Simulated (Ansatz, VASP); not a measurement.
**One calculation of KTaO3, two programs**

The input POSCAR:

```
KTaO3
1.0
    4.1877150000      0.0000000000      0.0000000000
    0.0000000000      3.9883000000      0.0000000000
    0.0000000000      0.0000000000      3.9883000000
K Ta O
1 1 3
Direct
    0.5000000000      0.5000000000      0.5000000000
    0.0000000000      0.0000000000      0.0000000000
    0.5000000000      0.0000000000      0.0000000000
    0.0000000000      0.5000000000      0.0000000000
    0.0000000000      0.0000000000      0.5000000000
```

The input INCAR.step1:

```
SYSTEM = KTaO3
PREC     = Accurate       ! precision mode
ENCUT    = 520            ! plane-wave cutoff, eV
ISMEAR   = 0              ! smearing method
SIGMA    = 0.05           ! smearing width, eV
LREAL    = .FALSE.        ! projectors in reciprocal space
LASPH    = .TRUE.         ! aspherical terms in the spheres
NELM     = 80             ! most SCF steps
NBANDS   = 27             ! bands
GGA      = PE             ! functional
ALGO     = Normal         ! electronic algorithm
EDIFF    = 1E-4           ! SCF threshold, eV
LWAVE    = .TRUE.         ! write WAVECAR
LCHARG   = .FALSE.        ! write CHGCAR
```

Contents of INCAR.step2:

```
SYSTEM = KTaO3
PREC     = Accurate       ! precision mode
ENCUT    = 520            ! plane-wave cutoff, eV
EDIFF    = 1E-7           ! SCF threshold, eV
ISMEAR   = 0              ! smearing method
SIGMA    = 0.05           ! smearing width, eV
LREAL    = .FALSE.        ! projectors in reciprocal space
LASPH    = .TRUE.         ! aspherical terms in the spheres
NELM     = 80             ! most SCF steps
ALGO     = Normal         ! electronic algorithm
ISIF     = 2              ! what is computed and relaxed
LWAVE    = .FALSE.        ! write WAVECAR
LCHARG   = .TRUE.         ! write CHGCAR
METAGGA  = R2SCAN         ! meta-GGA
LMIXTAU  = .TRUE.       
LELF     = .TRUE.         ! ELF
LVHAR    = .TRUE.       
NBANDS   = 27             ! bands
ISTART   = 1
```

File KPOINTS:

```
Automatic mesh
0
G
  6 6 6
  0 0 0
```

Input for Ansatz:

```yaml
crystal:
  lattice:
    - [4.187715, 0.0, 0.0]
    - [0.0, 3.9883, 0.0]
    - [0.0, 0.0, 3.9883]
  atoms:
    - { symbol: K, position: [0.5, 0.5, 0.5] }
    - { symbol: Ta, position: [0.0, 0.0, 0.0] }
    - { symbol: O, position: [0.5, 0.0, 0.0] }
    - { symbol: O, position: [0.0, 0.5, 0.0] }
    - { symbol: O, position: [0.0, 0.0, 0.5] }
basis:
  ecutwfc: 500
kpoints:
  mp_grid: { grid: [6, 6, 6] }
hamiltonian:
  xc: r2scan
scf:
  occupations: { method: gaussian, width: 0.05 }
output:
  forces: true
  stress: true
  eigenvalues: true
```

Change from the starting cell: strain +0.0500 x Voigt [1, 0, 0, 0, 0, 0], atoms carried along.

Alike in both runs: task single point; functional r2SCAN; k mesh 6 × 6 × 6; occupations gaussian, width 0.05 eV; no spin polarisation.

|  | VASP | Ansatz |
| --- | --- | --- |
| version | VASP 6.6.1 | Ansatz 0.2.0 |
| potentials or method | VASP PAW PBE potentials, release 64 (K_sv, Ta_pv, O), cutoff 520 eV | scalar-relativistic, plane waves, PAW |
| valence electrons in the cell | 38 | 40 |

```tsv
	VASP	Ansatz	Ansatz less VASP
gap on the k mesh at the Fermi level (eV)	2.41	2.43	+0.027
least direct gap on the mesh (eV)	3.01	3.03	+0.018
pressure (GPa)	-7.4	-8.1	-0.74
traceless stress, the component that is largest in VASP (GPa)	-9.61	-9.48	+0.134
```

VASP's potentials were made for PBE, not for r2SCAN. VASP's potentials hold 38 valence electrons a cell and Ansatz's 40, so a difference there can come from the potentials and not from the codes.

Spin-orbit coupling is off throughout.
